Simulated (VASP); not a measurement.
# Mo2W3 in VASP: a series of runs, part 2 of 2

VASP 6.6.1. The steps go on from the part before.

### 3 Single point, PBE

Input file INCAR:

```
PREC     = Accurate       # precision mode
ENCUT    = 520            # plane-wave cutoff, eV
EDIFF    = 1E-7           # SCF threshold, eV
ISMEAR   = 0              # smearing method
SIGMA    = 0.2            # smearing width, eV
LREAL    = F              # projectors in reciprocal space
LASPH    = T              # aspherical terms in the spheres
NELM     = 60             # most SCF steps
ALGO     = Fast           # electronic algorithm
ISIF     = 2              # what is computed and relaxed
LWAVE    = F              # write WAVECAR
LCHARG   = T              # write CHGCAR
GGA      = PE             # functional
LELF     = T              # ELF
LVHAR    = T            
NBANDS   = 81             # bands
```

Input file KPOINTS:

```
Automatic mesh
0
Gamma
  8 4 2
```

Input file POSCAR:

```
Mo2W3
1.0
    1.5927937965     -2.2558177594     -0.0007191702
    4.7604695734      2.2431011104      0.0023838357
    1.5916060791      0.0021862521     11.1971739827
Mo W
4 6
Direct
    0.3998302271      0.3998510015      0.4006404943
    0.8998351969      0.8998500597      0.4006338824
    0.1001646530      0.1001390799      0.5993630625
    0.6001433515      0.6001314344      0.5993614477
    0.3002344225      0.3002427045      0.7989583645
    0.8002471269      0.8002339672      0.7989545053
    0.0000221864     -0.0000014533      0.0000018894
    0.4999886239      0.5000126114      0.0000018612
    0.1997836941      0.1997708057      0.2010418147
    0.6997505177      0.6997697890      0.2010426780
```

Potentials or basis: VASP PAW PBE potentials, release 64 (Mo_sv, W_sv).

Command:

```bash
cat potpaw_PBE.64/Mo_sv/POTCAR potpaw_PBE.64/W_sv/POTCAR > POTCAR
mpirun -np 1 vasp_std > vasp.out
```

OUTCAR:

```text
PREC = Accurate
   ENCUT = 520
   EDIFF = 1E-7
   ISMEAR = 0
   LREAL = F
   LASPH = T
   NELM = 60
   ISIF = 2
   GGA = PE

 ion  position               nearest neighbor table
   1  0.400  0.400  0.401-   3 2.73   4 2.73  10 2.74   9 2.74   2 2.75   2 2.75   3 3.16   4 3.17
                            10 3.17   9 3.17   2 3.18   2 3.18
   2  0.900  0.900  0.401-   4 2.73   3 2.73   9 2.74  10 2.74   1 2.75   1 2.75   4 3.16   3 3.17
                             9 3.17  10 3.17   1 3.18   1 3.18
   3  0.100  0.100  0.599-   1 2.73   2 2.73   6 2.74   5 2.74   4 2.75   4 2.75   1 3.16   2 3.17
                             6 3.17   5 3.17   4 3.18   4 3.18
   4  0.600  0.600  0.599-   2 2.73   1 2.73   5 2.74   6 2.74   3 2.75   3 2.75   2 3.16   1 3.17
                             5 3.17   6 3.17   3 3.18   3 3.18
   5  0.300  0.300  0.799-   4 2.74   3 2.74   6 2.75   6 2.75   7 2.75   8 2.76   4 3.17   3 3.17
                             6 3.18   6 3.18   7 3.18   8 3.19
   6  0.800  0.800  0.799-   3 2.74   4 2.74   5 2.75   5 2.75   8 2.75   7 2.76   3 3.17   4 3.17
                             5 3.18   5 3.18   8 3.18   7 3.19
   7  0.000  1.000  0.000-   8 2.75   8 2.75  10 2.75   5 2.75   9 2.76   6 2.76   8 3.18   8 3.18
                            10 3.18   5 3.18   9 3.19   6 3.19
   8  0.500  0.500  0.000-   7 2.75   7 2.75   9 2.75   6 2.75  10 2.76   5 2.76   7 3.18   7 3.18
                             6 3.18   9 3.18  10 3.19   5 3.19
   9  0.200  0.200  0.201-   2 2.74   1 2.74  10 2.75  10 2.75   8 2.75   7 2.76   2 3.17   1 3.17
                            10 3.18  10 3.18   8 3.18   7 3.19
  10  0.700  0.700  0.201-   1 2.74   2 2.74   9 2.75   9 2.75   7 2.75   8 2.76   1 3.17   2 3.17
                             9 3.18   9 3.18   7 3.18   8 3.19

  LATTYP: Found a triclinic cell.
 ALAT       =     2.7614681528
 B/A-ratio  =     1.9924989227
 C/A-ratio  =     4.2935992954
 COS(alpha) =     0.0002608347
 COS(beta)  =     0.3099354548
 COS(gamma) =     0.3358705992

  Lattice vectors:

 A1 = (  -1.5927937965,   2.2558177594,   0.0007191702)
 A2 = (   3.1676757769,   4.4989188698,   0.0031030059)
 A3 = (  -3.1843998756,   2.2536315073, -11.1964548125)

Analysis of symmetry for initial positions (statically):
[... 176 lines left out ...]
  volume of cell :      160.24
 maximum number of plane-waves:      4348
 NGX is ok and might be reduce to    24
   NGX = 11   NGY = 19   NGZ = 41

 number of electron     139.9999997 magnetization

 Free energy of the ion-electron system (eV)
  ---------------------------------------------------
  ext. energy  EPLUGINS =         0.00000000
  ---------------------------------------------------
  free energy    TOTEN  =      -121.47523869 eV

  energy without entropy =     -121.37579169  energy(sigma->0) =     -121.42551519

 E-fermi :  11.5957     XC(G=0): -13.4513

 val. band max:       11.5770660326   @ k =   0.2500  -0.0000   0.0000
 cond. band min:      11.6085370431   @ k =  -0.1250   0.2500   0.5000
 fundamental gap:      0.0314710105
 Fermi energy:        11.5957021164

 k-point     1 :       0.0000    0.0000    0.0000
  band No.  band energies     occupation
      1     -62.5356      2.00000
      2     -62.4947      2.00000
      3     -62.4468      2.00000
      4     -62.4307      2.00000
      5     -62.4307      2.00000
      6     -62.4238      2.00000
[... 2005 lines left out ...]
     80      13.4796      0.00000
     81      13.6134      0.00000

 [... further k-points ...]

------------------------ aborting loop because EDIFF is reached ----------------------------------------

  FORCE on cell =-STRESS in cart. coord.  units (eV):
  Direction    XX          YY          ZZ          XY          YZ          ZX
  --------------------------------------------------------------------------------------
  -------------------------------------------------------------------------------------
  Total        0.4918960      0.5072864      0.5042173      0.0078709     -0.0002016      0.0088457
  in kB        4.9181870      5.0720674      5.0413808      0.0786969     -0.0020153      0.0884433
  external PRESSURE =       5.0105451 kB  Pullay stress =       0.0000000 kB

 VOLUME and BASIS-vectors are now :
 -----------------------------------------------------------------------------
  energy-cutoff  :      520.00
  volume of cell :      160.24
      direct lattice vectors                 reciprocal lattice vectors
     1.592793797 -2.255817759 -0.000719170     0.156739475 -0.332620114 -0.022214562
     4.760469573  2.243101110  0.002383836     0.157628090  0.111305610 -0.022427549
     1.591606079  0.002186252 11.197173983    -0.000023491 -0.000045060  0.089311597

 POSITION                                       TOTAL-FORCE (eV/Angst)
 -----------------------------------------------------------------------------------
      3.17799     -0.00416      4.48671        -0.000169     -0.000279      0.006032
      6.35461     -0.01053      4.48747        -0.000004     -0.000020      0.007295
      1.59020     -0.00002      6.71134        -0.000211      0.000255     -0.006734
      4.76676     -0.00635      6.71215         0.001183      0.000063     -0.006672
      3.17913     -0.00205      8.94658         0.000036     -0.000665     -0.004295
      6.35574     -0.00846      8.94736         0.000858      0.000272     -0.004026
      4.76050      2.24305      0.00240         0.000303      0.000972     -0.000551
      3.17668     -0.00630      0.00085        -0.000416     -0.000967     -0.000388
      1.58920     -0.00213      2.25143        -0.001108      0.000798      0.004627
      4.76577     -0.00842      2.25227        -0.000472     -0.000428      0.004712
 -----------------------------------------------------------------------------------
    total drift:                               -0.000027     -0.000011      0.000035

  FREE ENERGIE OF THE ION-ELECTRON SYSTEM (eV)
  ---------------------------------------------------
  free  energy   TOTEN  =      -121.4752386939 eV

  energy  without entropy=     -121.3757916856  energy(sigma->0) =     -121.42551519
```

OSZICAR:

```text
N       E                     dE             d eps       ncg     rms          rms(c)
DAV:   1     0.208568084581E+04    0.20857E+04   -0.80858E+04  5848   0.198E+03
DAV:   2     0.353576077454E+02   -0.20503E+04   -0.20093E+04  5920   0.655E+02
DAV:   3    -0.121547471314E+03   -0.15691E+03   -0.14971E+03  6936   0.170E+02
[... 12 lines left out ...]
RMM:  16    -0.121475237165E+03   -0.21908E-05   -0.18863E-05  7787   0.688E-03    0.170E-03
RMM:  17    -0.121475238256E+03   -0.10911E-05   -0.80490E-06  5897   0.352E-03    0.945E-04
RMM:  18    -0.121475238481E+03   -0.22477E-06   -0.29775E-06  4632   0.191E-03    0.283E-04
RMM:  19    -0.121475238601E+03   -0.11992E-06   -0.13314E-06  4385   0.989E-04    0.168E-04
RMM:  20    -0.121475238694E+03   -0.92728E-07   -0.55226E-07  3580   0.587E-04
   1 F= -.12147524E+03 E0= -.12142552E+03  d E =-.994470E-01
```

Run time: 8.6 min. Hardware: 1 thread of Intel Xeon 6975P-C (Granite Rapids), shared host; peak memory 0.49 GiB.

What came out:

| Item | Value |
| --- | --- |
| Free energy | -121.4752 eV |
| Pressure | 0.5 GPa |
| Largest force | 0.007 eV/Å |
| Band gap on the k mesh | zero (bands 70 and 71 overlap by 1.79 eV) |

Forces on the atoms (eV/Å):
```
Mo   0.000  0.000  0.006
Mo   0.000  0.000  0.007
Mo   0.000  0.000 -0.007
Mo   0.001  0.000 -0.007
W    0.000 -0.001 -0.004
W    0.001  0.000 -0.004
W    0.000  0.001 -0.001
W    0.000 -0.001  0.000
W   -0.001  0.001  0.005
W    0.000  0.000  0.005
```

Caveat: spin-orbit coupling is left out, which moves the levels of the heavy elements.

The gap in the log of VASP goes by the Fermi energy; the results here count the filled bands.